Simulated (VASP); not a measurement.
# ZnCd2Se3 (P-3m1) in VASP: further runs

The runs below take ZnCd2Se3 through single point, with PBE.

Everything below comes from runs of VASP 6.6.1. Logs are shortened: lines on timing, memory, paths and dates and some standing lists are left out, and cuts for length are marked.

## 1. The cell of the first run

Symmetry: P-3m1, No. 164, trigonal system. The conventional cell has a = 3.965 Å, b = 3.965 Å, c = 9.771 Å, α = 90.00°, β = 90.00°, γ = 120.00°. Within 3.6 Å of Zn (site symmetry -3m) lie 6 Se at 2.72 Å. Within 3.7 Å of Cd (site symmetry 3m) lie 6 Se at 2.84 to 2.87 Å. Se (site symmetry -3m) has 6 Cd at 2.84 Å within 3.7 Å. Se (site symmetry 3m) has 3 Zn at 2.72 Å and 3 Cd at 2.87 Å within 3.6 Å.

## 2. Single point, PBE

File INCAR:

```
PREC = Accurate
ENCUT = 520
EDIFF = 1E-6
ISMEAR = 0
SIGMA = 0.1
LREAL = F
LASPH = T
NELM = 60
ALGO = Normal
ISIF = 2
LWAVE = F
LCHARG = T
GGA = PE
LELF = T
LVHAR = T
NBANDS = 36
```

File KPOINTS:

```
Automatic mesh
0
Gamma
  6 6 2
```

File POSCAR:

```
ZnCd2Se3
1.0
    3.9649377246      0.0000000028      0.0000000000
   -1.9824688647      3.4337367925      0.0000000000
    0.0000000000      0.0000000000      9.7709473342
Zn Cd Se
1 2 3
Direct
    0.0000000000      0.0000000000      0.0000000000
    0.3333333333      0.6666666667      0.6727101012
    0.6666666667      0.3333333333      0.3272898988
    0.0000000000      0.0000000000      0.5000000000
    0.3333333333      0.6666666667      0.1509001439
    0.6666666667      0.3333333333      0.8490998561
```

Potentials or basis: VASP PAW PBE potentials, release 64 (Zn, Cd, Se).

Launch:

```sh
$ cat potpaw_PBE.64/Zn/POTCAR potpaw_PBE.64/Cd/POTCAR potpaw_PBE.64/Se/POTCAR > POTCAR
$ mpirun -np 1 vasp_std > vasp.out
```

OUTCAR:

```text
PREC = Accurate
   ENCUT = 520
   EDIFF = 1E-6
   ISMEAR = 0
   LREAL = F
   LASPH = T
   NELM = 60
   ISIF = 2
   GGA = PE

 ion  position               nearest neighbor table
   1  0.000  0.000  0.000-   5 2.72   6 2.72   5 2.72   6 2.72   6 2.72   5 2.72
   2  0.333  0.667  0.673-   4 2.84   4 2.84   4 2.84   6 2.87   6 2.87   6 2.87
   3  0.667  0.333  0.327-   4 2.84   4 2.84   4 2.84   5 2.87   5 2.87   5 2.87
   4  0.000  0.000  0.500-   2 2.84   3 2.84   2 2.84   3 2.84   3 2.84   2 2.84
   5  0.333  0.667  0.151-   1 2.72   1 2.72   1 2.72   3 2.87   3 2.87   3 2.87
   6  0.667  0.333  0.849-   1 2.72   1 2.72   1 2.72   2 2.87   2 2.87   2 2.87

  LATTYP: Found a hexagonal cell.
 ALAT       =     3.9649377246
 C/A-ratio  =     2.4643381594

  Lattice vectors:

 A1 = (   3.9649377246,   0.0000000028,   0.0000000000)
 A2 = (  -1.9824688647,   3.4337367925,   0.0000000000)
 A3 = (   0.0000000000,   0.0000000000,   9.7709473342)

Analysis of symmetry for initial positions (statically):
=====================================================================
 Subroutine PRICEL returns:
 Original cell was already a primitive cell.

 Routine SETGRP: Setting up the symmetry group for a
 hexagonal supercell.

 Subroutine GETGRP returns: Found 12 space group operations
 (whereof 12 operations were pure point group operations)
 out of a pool of 24 trial point group operations.

The static configuration has the point symmetry D_3d.

Analysis of symmetry for dynamics (positions and initial velocities):
=====================================================================
 Subroutine PRICEL returns:
 Original cell was already a primitive cell.

 Routine SETGRP: Setting up the symmetry group for a
 hexagonal supercell.

 Subroutine GETGRP returns: Found 12 space group operations
 (whereof 12 operations were pure point group operations)
 out of a pool of 24 trial point group operations.

The dynamic configuration has the point symmetry D_3d.

 Subroutine INISYM returns: Found 12 space group operations
 (whereof 12 operations are pure point group operations),
 and found     1 'primitive' translations

----------------------------------------------------------------------------------------

                                     Primitive cell

  volume of cell :     133.0271

  direct lattice vectors                    reciprocal lattice vectors
     3.964937725  0.000000003  0.000000000     0.252210771  0.145613957  0.000000000
    -1.982468865  3.433736792  0.000000000    -0.000000000  0.291227913  0.000000000
     0.000000000  0.000000000  9.770947334     0.000000000  0.000000000  0.102344222

  length of vectors
     3.964937725  3.964937725  9.770947334     0.291227913  0.291227913  0.102344222

  position of ions in fractional coordinates (direct lattice)
     0.000000000  0.000000000  0.000000000
     0.333333333  0.666666667  0.672710101
     0.666666667  0.333333333  0.327289899
     0.000000000  0.000000000  0.500000000
     0.333333333  0.666666667  0.150900144
     0.666666667  0.333333333  0.849099856

  ion indices of the primitive-cell ions
   primitive index   ion index
                 1           1
                 2           2
                 3           3
                 4           4
                 5           5
                 6           6

----------------------------------------------------------------------------------------

 KPOINTS: Automatic mesh

Automatic generation of k-mesh.
 Grid dimensions read from file:
 generate k-points for:    6    6    2

 Generating k-lattice:

  Cartesian coordinates                     Fractional coordinates (reciprocal lattice)
     0.042035128  0.024268993  0.000000000     0.166666667  0.000000000  0.000000000
    -0.000000000  0.048537985  0.000000000    -0.000000000  0.166666667  0.000000000
     0.000000000  0.000000000  0.051172111     0.000000000  0.000000000  0.500000000

  Length of vectors
     0.048537985  0.048537985  0.051172111

  Shift w.r.t. Gamma in fractional coordinates (k-lattice)
     0.000000000  0.000000000  0.000000000

 Subroutine IBZKPT returns following result:
 ===========================================

 Found     14 irreducible k-points:

 Following reciprocal coordinates:
            Coordinates               Weight
  0.000000  0.000000  0.000000      1.000000
  0.166667 -0.000000  0.000000      6.000000
  0.333333 -0.000000  0.000000      6.000000
  0.500000  0.000000  0.000000      3.000000
  0.166667  0.166667  0.000000      6.000000
  0.333333  0.166667  0.000000     12.000000
  0.333333  0.333333  0.000000      2.000000
  0.000000  0.000000  0.500000      1.000000
  0.166667 -0.000000  0.500000      6.000000
  0.333333 -0.000000  0.500000      6.000000
  0.500000  0.000000  0.500000      3.000000
  0.166667  0.166667  0.500000      6.000000
  0.333333  0.166667  0.500000     12.000000
  0.333333  0.333333  0.500000      2.000000
   k-points           NKPTS =     14   k-points in BZ     NKDIM =     14   number of bands    NBANDS=     36
   number of dos      NEDOS =    301   number of ions     NIONS =      6
   total plane-waves  NPLWV =  72000
   dimension x,y,z NGX =    30 NGY =   30 NGZ =   80
   dimension x,y,z NGXF=    60 NGYF=   60 NGZF=  160
   ions per type =               1   2   3
   NGX,Y,Z   is equivalent  to a cutoff of  12.58, 12.58, 13.61 a.u.
   NGXF,Y,Z  is equivalent  to a cutoff of  25.16, 25.16, 27.22 a.u.
 SYSTEM =  unknown system
   PREC   = accura    normal or accurate (medium, high low for compatibility)
   ISTART =      0    job   : 0-new  1-cont  2-samecut
   ICHARG =      2    charge: 1-file 2-atom 10-const
   ISPIN  =      1    spin polarized calculation?
   LNONCOLLINEAR =      F non collinear calculations
   LSORBIT =      F    spin-orbit coupling
   LASPH  =      T    aspherical Exc in radial PAW
   ENCUT  =  520.0 eV  38.22 Ry    6.18 a.u.   7.37  7.37 18.17*2*pi/ulx,y,z
   NELM   =     60;   NELMIN=  2; NELMDL= -5     # of ELM steps
   EDIFF  = 0.1E-05   stopping-criterion for ELM
   LREAL  =      F    real-space projection
   EDIFFG = 0.1E-04   stopping-criterion for IOM
   NSW    =      0    number of steps for IOM
   IBRION =     -1    ionic relax: 0-MD 1-quasi-New 2-CG
   NFREE  =      0    steps in history (QN), initial steepest desc. (CG)
   ISIF   =      2    stress and relaxation
   ISYM   =      2    0-nonsym 1-usesym 2-fastsym
   POTIM  = 0.5000    time-step for ionic-motion
   TEBEG  =    0.0;   TEEND  =   0.0 temperature during run
   PSTRESS=    0.0 pullay stress
   NELECT =      54.0000    total number of electrons
   NUPDOWN=      -1.0000    fix difference up-down
   EMIN   =  10.00;   EMAX   =-10.00  energy-range for DOS
   EFERMI =   0.00;   METHOD = LEGACY
   ISMEAR =     0;   SIGMA  =   0.10  broadening in eV -4-tet -1-fermi 0-gaus
   EFERMI_NEDOS =   21; number of points for ismear=-14 and -15
   IALGO  =     38    algorithm
   IMIX   =      4    mixing-type and parameters
     AMIX     =   0.40;   BMIX     =  1.00
     AMIX_MAG =   1.60;   BMIX_MAG =  1.00
  volume/ion in A,a.u.               =      22.17       149.62
  Fermi-wavevector in a.u.,A,eV,Ry     =   1.212158  2.290647 19.991423  1.469328
  Thomas-Fermi vector in A             =   2.347651
   LORBIT       =      0    0 simple, 1 ext, 2 COOP (PROOUT), +10 PAW based schemes
   GGA     = PE    functional components
   LHFCALC =     F    Hartree Fock is set to
   AEXX    =    0.0000 exact exchange contribution
   IVDW    =     0    specifies the selected vdW correction
   LEPSILON=     F    determine dielectric tensor
   LRPA    =     F    only Hartree local field effects (RPA)
 non-spin polarized calculation
 Gauss-broadening in eV      SIGMA  =   0.10
  energy-cutoff  :      520.00
  volume of cell :      133.03
 maximum number of plane-waves:      3624
 NGX is ok and might be reduce to    30
   NGX = 15   NGY = 15   NGZ = 37

 number of electron      53.9999974 magnetization

 Free energy of the ion-electron system (eV)
  ---------------------------------------------------
  ext. energy  EPLUGINS =         0.00000000
  ---------------------------------------------------
  free energy    TOTEN  =       -15.76345071 eV

  energy without entropy =      -15.75392924  energy(sigma->0) =      -15.75868997

 E-fermi :   2.6031     XC(G=0): -10.1464

 val. band max:        2.5536609277   @ k =   0.1667   0.1667   0.0000
 cond. band min:       2.7787317781   @ k =   0.0000   0.0000   0.0000
 fundamental gap:      0.2250708504
 Fermi energy:         2.6030668780

 k-point     1 :       0.0000    0.0000    0.0000
  band No.  band energies     occupation
      1     -10.6411      2.00000
      2      -9.9869      2.00000
      3      -9.7753      2.00000
      4      -5.6145      2.00000
      5      -5.6145      2.00000
      6      -5.5272      2.00000
[... 28 lines left out ...]
     35       8.7304      0.00000
     36       8.7304      0.00000

 k-point     2 :       0.1667   -0.0000    0.0000
  band No.  band energies     occupation
      1     -10.4462      2.00000
      2      -9.9042      2.00000
      3      -9.6882      2.00000
      4      -5.5885      2.00000
      5      -5.5734      2.00000
      6      -5.5407      2.00000
[... 28 lines left out ...]
     35       9.5089      0.00000
     36       9.8383      0.00000

 k-point     3 :       0.3333   -0.0000    0.0000
  band No.  band energies     occupation
      1      -9.9766      2.00000
      2      -9.7419      2.00000
      3      -9.5205      2.00000
      4      -5.5919      2.00000
      5      -5.5853      2.00000
      6      -5.5100      2.00000
[... 28 lines left out ...]
     35       9.5096      0.00000
     36       9.5445      0.00000
[... 352 lines left out ...]
 k-point    13 :       0.3333    0.1667    0.5000
  band No.  band energies     occupation
      1      -9.6957      2.00000
      2      -9.6299      2.00000
      3      -9.4750      2.00000
      4      -5.5672      2.00000
      5      -5.5463      2.00000
      6      -5.5004      2.00000
[... 28 lines left out ...]
     35       9.2511      0.00000
     36       9.4566      0.00000

 k-point    14 :       0.3333    0.3333    0.5000
  band No.  band energies     occupation
      1      -9.5885      2.00000
      2      -9.4923      2.00000
      3      -9.4923      2.00000
      4      -5.5987      2.00000
      5      -5.4801      2.00000
      6      -5.4801      2.00000
[... 28 lines left out ...]
     35      10.2298      0.00000
     36      10.2301      0.00000

------------------------ aborting loop because EDIFF is reached ----------------------------------------

  FORCE on cell =-STRESS in cart. coord.  units (eV):
  Direction    XX          YY          ZZ          XY          YZ          ZX
  --------------------------------------------------------------------------------------
  -------------------------------------------------------------------------------------
  Total        0.2186876      0.2186876      0.1411131      0.0000000      0.0000000     -0.0000000
  in kB        2.6338716      2.6338716      1.6995658      0.0000000      0.0000000     -0.0000000
  external PRESSURE =       2.3224364 kB  Pullay stress =       0.0000000 kB

 VOLUME and BASIS-vectors are now :
 -----------------------------------------------------------------------------
  energy-cutoff  :      520.00
  volume of cell :      133.03
      direct lattice vectors                 reciprocal lattice vectors
     3.964937725  0.000000003  0.000000000     0.252210771  0.145613957  0.000000000
    -1.982468865  3.433736792  0.000000000    -0.000000000  0.291227913  0.000000000
     0.000000000  0.000000000  9.770947334     0.000000000  0.000000000  0.102344222

 POSITION                                       TOTAL-FORCE (eV/Angst)
 -----------------------------------------------------------------------------------
      0.00000      0.00000      0.00000         0.000000     -0.000000      0.000000
     -0.00000      2.28916      6.57301        -0.000000      0.000000      0.006274
      1.98247      1.14458      3.19793         0.000000     -0.000000     -0.006274
      0.00000      0.00000      4.88547         0.000000     -0.000000      0.000000
     -0.00000      2.28916      1.47444        -0.000000      0.000000     -0.028110
      1.98247      1.14458      8.29651        -0.000000     -0.000000      0.028110
 -----------------------------------------------------------------------------------
    total drift:                               -0.000000      0.000000      0.000000

  FREE ENERGIE OF THE ION-ELECTRON SYSTEM (eV)
  ---------------------------------------------------
  free  energy   TOTEN  =       -15.7634507109 eV

  energy  without entropy=      -15.7539292384  energy(sigma->0) =      -15.75868997
```

Run time: 37 s. Hardware: 1 thread of Intel Xeon 6975P-C (Granite Rapids), shared host; peak memory 0.28 GiB.

What came out:

- Free energy: -15.7635 eV
- Pressure: 0.2 GPa
- Largest force: 0.028 eV/Å
- Band gap on the k mesh: zero (band 27 reaches 2.55 eV, above the bottom of band 28 at 1.94 eV)

Forces in eV/Å, atoms in the order of the input:
```
Zn   0.000  0.000  0.000
Cd   0.000  0.000  0.006
Cd   0.000  0.000 -0.006
Se   0.000  0.000  0.000
Se   0.000  0.000 -0.028
Se   0.000  0.000  0.028
```

Stress tensor (GPa, compression positive):
```
0.26 0.00 0.00
0.00 0.26 0.00
0.00 0.00 0.17
```

Levels at points of the mesh, in eV from the Fermi level:
```
           k point  band 23  band 24  band 25  band 26  band 27  band 28  band 29  band 30  band 31  band 32
(0.00, 0.00, 0.00)    -0.61    -0.35    -0.35    -0.20    -0.20     0.18     3.04     3.18     5.56     5.56
(0.50, 0.00, 0.00)    -2.21    -1.50    -1.35    -0.87    -0.69    -0.67     2.76     2.96     4.55     5.06
(0.00, 0.00, 0.50)    -0.54    -0.49    -0.49    -0.12    -0.12     1.94     2.23     3.08     5.12     5.12
(0.50, 0.00, 0.50)    -2.72    -1.95    -1.65    -0.13    -0.11     0.68     0.92     3.00     5.09     5.16
```

## 3. Single point, PBE

This run uses another cell than the first one, of 24.07 Å³/atom, 1.085 times its volume.

File INCAR:

```
PREC     = Accurate       # precision mode
ENCUT    = 520            # plane-wave cutoff, eV
EDIFF    = 1E-7           # SCF threshold, eV
ISMEAR   = 0              # smearing method
SIGMA    = 0.1            # smearing width, eV
LREAL    = False          # projectors in reciprocal space
LASPH    = True           # aspherical terms in the spheres
NELM     = 80             # most SCF steps
ALGO     = Normal         # electronic algorithm
ISIF     = 2              # what is computed and relaxed
LWAVE    = False          # write WAVECAR
LCHARG   = False          # write CHGCAR
GGA      = PE             # functional
NBANDS   = 36             # bands
```

File KPOINTS:

```
regular mesh
0
Gamma
  6 6 2
```

File POSCAR:

```
ZnCd2Se3
1.0
    4.0810604100      0.0000000000      0.0000000000
   -2.0405302100      3.5343019900      0.0000000000
    0.0000000000      0.0000000000     10.0106681700
Zn Cd Se
1 2 3
Direct
    0.0000000000      0.0000000000      0.0000000000
    0.3333333300      0.6666666700      0.6616931600
    0.6666666700      0.3333333300      0.3383068400
    0.0000000000      0.0000000000      0.5000000000
    0.3333333300      0.6666666700      0.1769821900
    0.6666666700      0.3333333300      0.8230178100
```

Potentials or basis: VASP PAW PBE potentials, release 64 (Zn, Cd, Se).

Launch:

```sh
$ cat potpaw_PBE.64/Zn/POTCAR potpaw_PBE.64/Cd/POTCAR potpaw_PBE.64/Se/POTCAR > POTCAR
$ mpirun -np 1 vasp_std > vasp.out
```

Run time: 42 s. Hardware: 1 thread of Intel Xeon 6975P-C (Granite Rapids), shared host; peak memory 0.29 GiB.

It converged, with:

| Quantity | Value |
| --- | --- |
| Free energy | -15.3317 eV |
| Pressure | -2.9 GPa |
| Largest force | 0.972 eV/Å |
| Band gap on the k mesh | zero (band 27 reaches 1.83 eV, above the bottom of band 28 at 1.35 eV) |

Forces in eV/Å, atoms in the order of the input:
```
Zn   0.000  0.000  0.000
Cd   0.000  0.000  0.192
Cd   0.000  0.000 -0.192
Se   0.000  0.000  0.000
Se   0.000  0.000 -0.972
Se   0.000  0.000  0.972
```

Stress tensor (GPa, compression positive):
```
-2.73  0.00  0.00
 0.00 -2.73  0.00
 0.00  0.00 -3.24
```

Levels at points of the mesh, in eV from the Fermi level:
```
           k point  band 24  band 25  band 26  band 27  band 28  band 29  band 30  band 31
(0.00, 0.00, 0.00)    -0.24    -0.24    -0.16    -0.15    -0.15     2.88     3.09     5.10
(0.50, 0.00, 0.00)    -1.39    -1.11    -0.78    -0.71    -0.54     2.55     3.03     4.63
(0.00, 0.00, 0.50)    -0.31    -0.31    -0.09    -0.09     1.66     1.89     3.09     5.16
(0.50, 0.00, 0.50)    -1.79    -1.36    -0.11    -0.09     0.48     0.99     3.06     5.11
```
